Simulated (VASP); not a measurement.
# Ni3Ge (Pm-3m) in VASP: further runs, part 2 of 2

VASP 6.6.1. Earlier steps stand in the parts before.

## (3) Single point, LDA, collinear spin (11.25 Å³/atom)

This run uses another cell than the first one, of 11.25 Å³/atom.

Input file INCAR:

```
ALGO = Fast ; EDIFF = 1E-6
ENCUT = 520 ; GGA = CA
ISIF = 2 ; ISMEAR = 0
ISPIN = 2 ; LASPH = True
LCHARG = True ; LELF = True
LMAXMIX = 4 ; LORBIT = 11
LREAL = False ; LVHAR = True
LWAVE = False ; MAGMOM = 0.125 0.125 0.125 0
NBANDS = 34 ; NELM = 150
NUPDOWN = 0.375 ; PREC = Accurate
SIGMA = 0.15
```

Input file KPOINTS:

```
k-points
0
Gamma
  12 12 12
```

Input file POSCAR:

```
Ni3Ge
1.0
    3.5571040709      0.0000000000      0.0000000000
    0.0000000000      3.5571040709      0.0000000000
    0.0000000000      0.0000000000      3.5571040709
Ni Ge
3 1
Direct
    0.5000000000      0.0000000000      0.5000000000
    0.0000000000      0.5000000000      0.5000000000
    0.5000000000      0.5000000000      0.0000000000
    0.0000000000      0.0000000000      0.0000000000
```

Potentials or basis: VASP PAW LDA potentials, release 64 (Ni, Ge_d).

The run is started by

```bash
$ cat potpaw_LDA.64/Ni/POTCAR potpaw_LDA.64/Ge_d/POTCAR > POTCAR
$ mpirun -np 1 vasp_std > vasp.out
```

OUTCAR:

```text
EDIFF = 1E-6
   ENCUT = 520
   GGA = CA
   ISIF = 2
   ISMEAR = 0
   ISPIN = 2
   LASPH = True
   LORBIT = 11
   LREAL = False
   NELM = 150
   NUPDOWN = 0.375
   PREC = Accurate

 ion  position               nearest neighbor table
   1  0.500  0.000  0.500-   2 2.52   3 2.52   4 2.52   3 2.52   4 2.52   2 2.52   3 2.52   3 2.52
                             2 2.52   4 2.52   4 2.52   2 2.52
   2  0.000  0.500  0.500-   1 2.52   3 2.52   4 2.52   3 2.52   4 2.52   1 2.52   4 2.52   4 2.52
                             1 2.52   3 2.52   3 2.52   1 2.52
   3  0.500  0.500  0.000-   1 2.52   2 2.52   4 2.52   1 2.52   2 2.52   1 2.52   4 2.52   1 2.52
                             2 2.52   4 2.52   2 2.52   4 2.52
   4  0.000  0.000  0.000-   1 2.52   2 2.52   3 2.52   1 2.52   2 2.52   2 2.52   3 2.52   2 2.52
                             1 2.52   3 2.52   1 2.52   3 2.52

  LATTYP: Found a simple cubic cell.
 ALAT       =     3.5571040709

  Lattice vectors:

 A1 = (   3.5571040709,   0.0000000000,   0.0000000000)
[... 1104 lines left out ...]
      5     -14.9567      1.00000
      6      -2.5857      1.00000
[... 877 lines left out ...]
     33      23.2490      0.00000
     34      24.7198      0.00000

 [... further k-points ...]
[... 5 lines left out ...]
  --------------------------------------------------------------------------------------
  -------------------------------------------------------------------------------------
  Total       -3.2123636     -3.2123636     -3.2123636      0.0000000     -0.0000000      0.0000000
  in kB     -114.3524722   -114.3524722   -114.3524722      0.0000000     -0.0000000      0.0000000
  external PRESSURE =    -114.3524722 kB  Pullay stress =       0.0000000 kB

 VOLUME and BASIS-vectors are now :
 -----------------------------------------------------------------------------
  energy-cutoff  :      520.00
  volume of cell :       45.01
      direct lattice vectors                 reciprocal lattice vectors
     3.557104071  0.000000000  0.000000000     0.281127563  0.000000000  0.000000000
     0.000000000  3.557104071  0.000000000     0.000000000  0.281127563  0.000000000
     0.000000000  0.000000000  3.557104071     0.000000000  0.000000000  0.281127563

 POSITION                                       TOTAL-FORCE (eV/Angst)
 -----------------------------------------------------------------------------------
      1.77855      0.00000      1.77855         0.000000      0.000000      0.000000
      0.00000      1.77855      1.77855         0.000000      0.000000      0.000000
      1.77855      1.77855      0.00000         0.000000      0.000000      0.000000
      0.00000      0.00000      0.00000         0.000000      0.000000      0.000000
 -----------------------------------------------------------------------------------
    total drift:                                0.000000      0.000000      0.000000

  FREE ENERGIE OF THE ION-ELECTRON SYSTEM (eV)
  ---------------------------------------------------
  free  energy   TOTEN  =       -26.2861957844 eV

  energy  without entropy=      -26.2588795232  energy(sigma->0) =      -26.27253765

 total charge

# of ion       s       p       d       tot
------------------------------------------
    1        0.467   0.521   8.430   9.417
    2        0.467   0.521   8.430   9.417
    3        0.467   0.521   8.430   9.417
    4        1.101   1.222  10.131  12.454
--------------------------------------------------
tot          2.501   2.784  35.420  40.705

 magnetization (x)

# of ion       s       p       d       tot
------------------------------------------
    1       -0.001  -0.001   0.129   0.126
    2       -0.001  -0.001   0.129   0.126
    3       -0.001  -0.001   0.129   0.126
    4       -0.001   0.001  -0.002  -0.002
--------------------------------------------------
tot         -0.005  -0.003   0.385   0.377
```

OSZICAR:

```text
N       E                     dE             d eps       ncg     rms          rms(c)
DAV:   1     0.313024894919E+03    0.31302E+03   -0.18856E+04 12870   0.286E+03
DAV:   2     0.129481065706E+02   -0.30008E+03   -0.28014E+03 11432   0.476E+02
DAV:   3    -0.281099360868E+02   -0.41058E+02   -0.39680E+02 12066   0.152E+02
DAV:   4    -0.294255307566E+02   -0.13156E+01   -0.13127E+01 13030   0.311E+01
DAV:   5    -0.294506195410E+02   -0.25089E-01   -0.25085E-01 15436   0.368E+00    0.174E+01
RMM:   6    -0.290750624009E+02    0.37556E+00   -0.22188E+01 14878   0.407E+01    0.151E+01
RMM:   7    -0.263932935614E+02    0.26818E+01   -0.42690E+00 15083   0.196E+01    0.405E+00
RMM:   8    -0.262904701948E+02    0.10282E+00   -0.10690E-01 16455   0.252E+00    0.733E-01
RMM:   9    -0.262872746730E+02    0.31955E-02   -0.21081E-02 17393   0.124E+00    0.330E-01
RMM:  10    -0.262864603210E+02    0.81435E-03   -0.46794E-03 18682   0.492E-01    0.153E-01
RMM:  11    -0.262861598212E+02    0.30050E-03   -0.10849E-03 17892   0.320E-01    0.728E-02
RMM:  12    -0.262861877594E+02   -0.27938E-04   -0.47201E-04 20514   0.117E-01    0.387E-02
RMM:  13    -0.262861946133E+02   -0.68540E-05   -0.58558E-05 19627   0.460E-02    0.166E-02
RMM:  14    -0.262861956612E+02   -0.10479E-05   -0.11147E-05 17296   0.194E-02    0.368E-03
RMM:  15    -0.262861957844E+02   -0.12317E-06   -0.17173E-06 11149   0.920E-03
   1 F= -.26286196E+02 E0= -.26272538E+02  d E =-.273163E-01  mag=     0.3750
```

stdout:

```text
POSCAR found type information on POSCAR NiGe
 POSCAR found :  2 types and       4 ions
 scaLAPACK will be used
 LDA part: xc-table for (Slater(with rela. corr.)+CA(PZ))
 , standard interpolation
 POSCAR, INCAR and KPOINTS ok, starting setup
 FFT: planning ... GRIDC
 FFT: planning ... GRID_SOFT
 FFT: planning ... GRID
 WAVECAR not read
 entering main loop
WARNING in EDDRMM: call to ZHEGV failed, returncode =   8  4     30
WARNING in EDDRMM: call to ZHEGV failed, returncode =   6  3     23
WARNING in EDDRMM: call to ZHEGV failed, returncode =   6  3     12
WARNING in EDDRMM: call to ZHEGV failed, returncode =   6  3     16
WARNING in EDDRMM: call to ZHEGV failed, returncode =   8  4     27
```

Wall time 7.9 min (1 thread of Oxide Virtual Turin-like, shared host); peak memory 0.25 GiB.

Results:

* Free energy: -26.2862 eV
* Pressure: -11.4 GPa
* Net moment: 0.38 μB per cell
* Site moments: Ni +0.13; Ge -0.00 μB
* Valence electrons inside the program's atomic spheres: Ni 9.42; Ge 12.45

Caveat: the cell stands under tension; the total moment is fixed, so each spin has its own Fermi level and the state may be an excited one.

## (4) Single point, LDA, collinear spin, ferromagnetic start (11.25 Å³/atom)

This run uses another cell than the first one, of 11.25 Å³/atom.

Input file INCAR:

```
SYSTEM = Ni3Ge
PREC = Accurate
ENCUT = 520
EDIFF = 1E-6
ISMEAR = 0
SIGMA = 0.15
LREAL = .False.
LASPH = .True.
NELM = 150
ALGO = Fast
ISIF = 2
LWAVE = .False.
LCHARG = .False.
ISPIN = 2
MAGMOM = 0.875 0.875 0.875 0
LORBIT = 11
NUPDOWN = 2.625
LMAXMIX = 4
GGA = CA
NBANDS = 34
```

Input file KPOINTS:

```
regular mesh
0
Gamma
  12 12 12
  0 0 0
```

POSCAR is that of step 3.

Potentials or basis: VASP PAW LDA potentials, release 64 (Ni, Ge_d).

The run is started by

```bash
$ cat potpaw_LDA.64/Ni/POTCAR potpaw_LDA.64/Ge_d/POTCAR > POTCAR
$ mpirun -np 1 vasp_std > vasp.out
```

OUTCAR:

```text
SYSTEM = Ni3Ge
   PREC = Accurate
   ENCUT = 520
   EDIFF = 1E-6
   ISMEAR = 0
   LREAL = .False.
   LASPH = .True.
   NELM = 150
   ISIF = 2
   ISPIN = 2
   LORBIT = 11
   NUPDOWN = 2.625
   GGA = CA

 ion  position               nearest neighbor table
   1  0.500  0.000  0.500-   2 2.52   3 2.52   4 2.52   3 2.52   4 2.52   2 2.52   3 2.52   3 2.52
                             2 2.52   4 2.52   4 2.52   2 2.52
   2  0.000  0.500  0.500-   1 2.52   3 2.52   4 2.52   3 2.52   4 2.52   1 2.52   4 2.52   4 2.52
                             1 2.52   3 2.52   3 2.52   1 2.52
   3  0.500  0.500  0.000-   1 2.52   2 2.52   4 2.52   1 2.52   2 2.52   1 2.52   4 2.52   1 2.52
                             2 2.52   4 2.52   2 2.52   4 2.52
   4  0.000  0.000  0.000-   1 2.52   2 2.52   3 2.52   1 2.52   2 2.52   2 2.52   3 2.52   2 2.52
                             1 2.52   3 2.52   1 2.52   3 2.52

  LATTYP: Found a simple cubic cell.
 ALAT       =     3.5571040709

  Lattice vectors:

 A1 = (   3.5571040709,   0.0000000000,   0.0000000000)
 A2 = (   0.0000000000,   3.5571040709,   0.0000000000)
 A3 = (   0.0000000000,   0.0000000000,   3.5571040709)

Analysis of symmetry for initial positions (statically):
=====================================================================
 Subroutine PRICEL returns:
 Original cell was already a primitive cell.

 Routine SETGRP: Setting up the symmetry group for a
 simple cubic supercell.

 Subroutine GETGRP returns: Found 48 space group operations
 (whereof 48 operations were pure point group operations)
 out of a pool of 48 trial point group operations.

The static configuration has the point symmetry O_h .

Analysis of symmetry for dynamics (positions and initial velocities):
=====================================================================
 Subroutine PRICEL returns:
 Original cell was already a primitive cell.

 Routine SETGRP: Setting up the symmetry group for a
 simple cubic supercell.

 Subroutine GETGRP returns: Found 48 space group operations
 (whereof 48 operations were pure point group operations)
 out of a pool of 48 trial point group operations.

The dynamic configuration has the point symmetry O_h .

Analysis of structural, dynamic, and magnetic symmetry:
=====================================================================
 Subroutine PRICEL returns:
 Original cell was already a primitive cell.

 Routine SETGRP: Setting up the symmetry group for a
 simple cubic supercell.

 Subroutine GETGRP returns: Found 48 space group operations
 (whereof 48 operations were pure point group operations)
 out of a pool of 48 trial point group operations.

The overall configuration has the point symmetry O_h .

 Subroutine INISYM returns: Found 48 space group operations
 (whereof 48 operations are pure point group operations),
 and found     1 'primitive' translations

----------------------------------------------------------------------------------------

                                     Primitive cell

  volume of cell :      45.0080

  direct lattice vectors                    reciprocal lattice vectors
     3.557104071  0.000000000  0.000000000     0.281127563  0.000000000  0.000000000
     0.000000000  3.557104071  0.000000000     0.000000000  0.281127563  0.000000000
     0.000000000  0.000000000  3.557104071     0.000000000  0.000000000  0.281127563

  length of vectors
     3.557104071  3.557104071  3.557104071     0.281127563  0.281127563  0.281127563

[... 88 lines left out ...]
   IBRION =     -1    ionic relax: 0-MD 1-quasi-New 2-CG
   NFREE  =      0    steps in history (QN), initial steepest desc. (CG)
   ISIF   =      2    stress and relaxation
   ISYM   =      2    0-nonsym 1-usesym 2-fastsym
   POTIM  = 0.5000    time-step for ionic-motion
   TEBEG  =    0.0;   TEEND  =   0.0 temperature during run
   PSTRESS=    0.0 pullay stress
   NELECT =      44.0000    total number of electrons
   NUPDOWN=       2.6250    fix difference up-down
   EMIN   =  10.00;   EMAX   =-10.00  energy-range for DOS
   EFERMI =   0.00;   METHOD = LEGACY
   ISMEAR =     0;   SIGMA  =   0.15  broadening in eV -4-tet -1-fermi 0-gaus
   EFERMI_NEDOS =   21; number of points for ismear=-14 and -15
   IALGO  =     68    algorithm
   IMIX   =      4    mixing-type and parameters
     AMIX     =   0.40;   BMIX     =  1.00
     AMIX_MAG =   1.60;   BMIX_MAG =  1.00
  volume/ion in A,a.u.               =      11.25        75.93
  Fermi-wavevector in a.u.,A,eV,Ry     =   1.624785  3.070398 35.918364  2.639925
  Thomas-Fermi vector in A             =   2.718015
   LORBIT       =     11    0 simple, 1 ext, 2 COOP (PROOUT), +10 PAW based schemes
   GGA     = CA    functional components
   LHFCALC =     F    Hartree Fock is set to
   AEXX    =    0.0000 exact exchange contribution
   IVDW    =     0    specifies the selected vdW correction
   LEPSILON=     F    determine dielectric tensor
   LRPA    =     F    only Hartree local field effects (RPA)
 spin polarized calculation
 RMM-DIIS sequential band-by-band and
 Gauss-broadening in eV      SIGMA  =   0.15
  energy-cutoff  :      520.00
  volume of cell :       45.01
 maximum number of plane-waves:      1233
 NGX is ok and might be reduce to    28
   NGX = 13   NGY = 13   NGZ = 13

 number of electron      43.9999997 magnetization       2.6249999

 Free energy of the ion-electron system (eV)
  ---------------------------------------------------
  ext. energy  EPLUGINS =         0.00000000
  ---------------------------------------------------
  free energy    TOTEN  =       -25.36315636 eV

  energy without entropy =      -25.31895559  energy(sigma->0) =      -25.34105598

 E-fermi :   9.2960     XC(G=0): -13.6974

 val. band max:       10.7950760688   @ k =   0.4167   0.3333   0.1667
 cond. band min:       9.2980789138   @ k =   0.3333   0.0833   0.0000
 fundamental gap:     -1.4969971550
 Fermi energy:        10.8022346864

 spin component 1

 k-point     1 :       0.0000    0.0000    0.0000
  band No.  band energies     occupation
      1     -14.6503      1.00000
      2     -14.6503      1.00000
      3     -14.6382      1.00000
      4     -14.6382      1.00000
      5     -14.6382      1.00000
      6      -2.5746      1.00000
[... 877 lines left out ...]
     33      23.1121      0.00000
     34      24.6295      0.00000

 [... further k-points ...]

 spin component 2

 k-point     1 :       0.0000    0.0000    0.0000
  band No.  band energies     occupation
      1     -14.6194      1.00000
      2     -14.6194      1.00000
      3     -14.6069      1.00000
      4     -14.6069      1.00000
      5     -14.6069      1.00000
      6      -2.4155      1.00000
[... 877 lines left out ...]
     33      23.3507      0.00000
     34      24.8550      0.00000

 [... further k-points ...]

------------------------ aborting loop because EDIFF is reached ----------------------------------------

  FORCE on cell =-STRESS in cart. coord.  units (eV):
  Direction    XX          YY          ZZ          XY          YZ          ZX
  --------------------------------------------------------------------------------------
  -------------------------------------------------------------------------------------
  Total       -1.5166838     -1.5166838     -1.5166838     -0.0000000     -0.0000000      0.0000000
  in kB      -53.9903218    -53.9903218    -53.9903218     -0.0000000     -0.0000000      0.0000000
  external PRESSURE =     -53.9903218 kB  Pullay stress =       0.0000000 kB

 VOLUME and BASIS-vectors are now :
 -----------------------------------------------------------------------------
  energy-cutoff  :      520.00
  volume of cell :       45.01
      direct lattice vectors                 reciprocal lattice vectors
     3.557104071  0.000000000  0.000000000     0.281127563  0.000000000  0.000000000
     0.000000000  3.557104071  0.000000000     0.000000000  0.281127563  0.000000000
     0.000000000  0.000000000  3.557104071     0.000000000  0.000000000  0.281127563

 POSITION                                       TOTAL-FORCE (eV/Angst)
 -----------------------------------------------------------------------------------
      1.77855      0.00000      1.77855         0.000000      0.000000      0.000000
      0.00000      1.77855      1.77855         0.000000      0.000000      0.000000
      1.77855      1.77855      0.00000         0.000000      0.000000      0.000000
      0.00000      0.00000      0.00000         0.000000      0.000000      0.000000
 -----------------------------------------------------------------------------------
    total drift:                                0.000000      0.000000      0.000000

  FREE ENERGIE OF THE ION-ELECTRON SYSTEM (eV)
  ---------------------------------------------------
  free  energy   TOTEN  =       -25.3631563633 eV

  energy  without entropy=      -25.3189555881  energy(sigma->0) =      -25.34105598

 total charge

# of ion       s       p       d       tot
------------------------------------------
    1        0.476   0.540   8.373   9.390
    2        0.476   0.540   8.373   9.390
    3        0.476   0.540   8.373   9.390
    4        1.096   1.278  10.124  12.498
--------------------------------------------------
tot          2.525   2.898  35.245  40.668

 magnetization (x)

# of ion       s       p       d       tot
------------------------------------------
    1        0.010   0.030   0.763   0.802
    2        0.010   0.030   0.763   0.802
    3        0.010   0.030   0.763   0.802
    4        0.028   0.098   0.002   0.128
--------------------------------------------------
tot          0.058   0.186   2.290   2.535
```

OSZICAR:

```text
N       E                     dE             d eps       ncg     rms          rms(c)
DAV:   1     0.314923732407E+03    0.31492E+03   -0.18831E+04 12870   0.287E+03
DAV:   2     0.135289636717E+02   -0.30139E+03   -0.28055E+03 11432   0.478E+02
DAV:   3    -0.275804085627E+02   -0.41109E+02   -0.39682E+02 12046   0.152E+02
DAV:   4    -0.289051626405E+02   -0.13248E+01   -0.13217E+01 12972   0.312E+01
DAV:   5    -0.289303517271E+02   -0.25189E-01   -0.25186E-01 15318   0.369E+00    0.187E+01
RMM:   6    -0.278704116652E+02    0.10599E+01   -0.24555E+01 14897   0.426E+01    0.157E+01
RMM:   7    -0.254457199138E+02    0.24247E+01   -0.41725E+00 15096   0.195E+01    0.467E+00
RMM:   8    -0.253783546282E+02    0.67365E-01   -0.10099E-01 16346   0.274E+00    0.213E+00
RMM:   9    -0.253651047534E+02    0.13250E-01   -0.20542E-02 18174   0.922E-01    0.451E-01
RMM:  10    -0.253638797215E+02    0.12250E-02   -0.42647E-03 18410   0.482E-01    0.215E-01
RMM:  11    -0.253631638337E+02    0.71589E-03   -0.12160E-03 18814   0.271E-01    0.675E-02
RMM:  12    -0.253631547836E+02    0.90501E-05   -0.26983E-04 18972   0.117E-01    0.465E-02
RMM:  13    -0.253631562382E+02   -0.14546E-05   -0.66227E-05 20072   0.447E-02    0.214E-02
RMM:  14    -0.253631562605E+02   -0.22329E-07   -0.10009E-05 17378   0.189E-02    0.379E-03
RMM:  15    -0.253631563633E+02   -0.10279E-06   -0.15860E-06 10745   0.933E-03
   1 F= -.25363156E+02 E0= -.25341056E+02  d E =-.442008E-01  mag=     2.6250
```

It took 8.3 min on 1 thread of Oxide Virtual Turin-like, shared host; peak memory 0.25 GiB.

What came out:

```
Free energy                                           : -25.3632 eV
Pressure                                              : -5.4 GPa
Net moment                                            : 2.62 μB per cell
Site moments                                          : Ni +0.80; Ge +0.13 μB
Valence electrons inside the program's atomic spheres : Ni 9.39; Ge 12.50
```

Caveat: the cell stands under tension; the total moment is fixed, so each spin has its own Fermi level and the state may be an excited one.

## (5) Summary

```tsv
spin	fixed moment (μB)	cell	further INCAR settings	pressure (GPa)	moment (μB)
collinear, ferromagnetic start	3.0	a = 3.687 Å, 4 atoms	ALGO = Fast; EDIFF = 1e-07; NBANDS = 34	-19.5	3.00
collinear	0.375	a = 3.557 Å, 4 atoms	ALGO = Fast; EDIFF = 1e-06; NBANDS = 34	-11.4	0.38
collinear, ferromagnetic start	2.625	a = 3.557 Å, 4 atoms	ALGO = Fast; EDIFF = 1e-06; NBANDS = 34	-5.4	2.62
```

Alike in all rows: task single point; level LDA; potentials or basis VASP PAW LDA potentials, release 64 (Ni, Ge_d); k mesh 12 × 12 × 12; cutoff (eV) 520; smearing gaussian 0.15 eV.

Caveats: the cell stands under tension; the total moment is fixed, so each spin has its own Fermi level and the state may be an excited one.

Absolute energies hang on the potentials; compare differences alone.
